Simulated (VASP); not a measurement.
Runs of VASP 6.6.1 on PbF2. The structure is that of space group Fm-3m (No. 225), or close to it. The cells are those of the table. 

```tsv
level	potentials or basis	cell	smearing	gap on the mesh (eV)	pressure (GPa)
PBE	VASP PAW PBE potentials, release 64 (Pb_d, F)	a = 5.892, b = 4.166, c = 4.166 Å, 6 atoms	fermi-dirac 0.02 eV	4.41	4.0
LDA	VASP PAW LDA potentials, release 64 (Pb_d, F)	a = 5.892, b = 4.166, c = 4.166 Å, 6 atoms	gaussian 0.01 eV	4.22	(c)
r2SCAN+rVV10	VASP PAW PBE potentials, release 64 (Pb_d, F)	a = 5.892, b = 4.166, c = 4.166 Å, 6 atoms	fermi-dirac 0.02 eV	4.88	0.1
PBE+D3(BJ)	VASP PAW PBE potentials, release 64 (Pb_d, F)	a = 5.963, b = 4.216, c = 4.216 Å, 6 atoms	fermi-dirac 0.02 eV	(b)	-0.2
r2SCAN	VASP PAW PBE potentials, release 64 (Pb_d, F)	a = 5.892, b = 4.166, c = 4.166 Å, 6 atoms	gaussian 0.01 eV	(a)	1.1
```

Alike in all rows: task single point; no spin polarisation; k mesh 4 × 6 × 6; cutoff (eV) 520.

Problem. Fill in the values left out.

Solution. (a) 4.93; (b) 4.42; (c) -3.3.

Caveats: spin-orbit coupling is left out, which moves the levels of the heavy elements; the PAW data sets were made with another functional, which shifts forces and pressure a little (at least some runs); the cell stands under pressure (at least some runs); the cell stands under tension (at least some runs).

A k mesh can miss the band edges, and the runs leave out spin-orbit coupling on Pb.
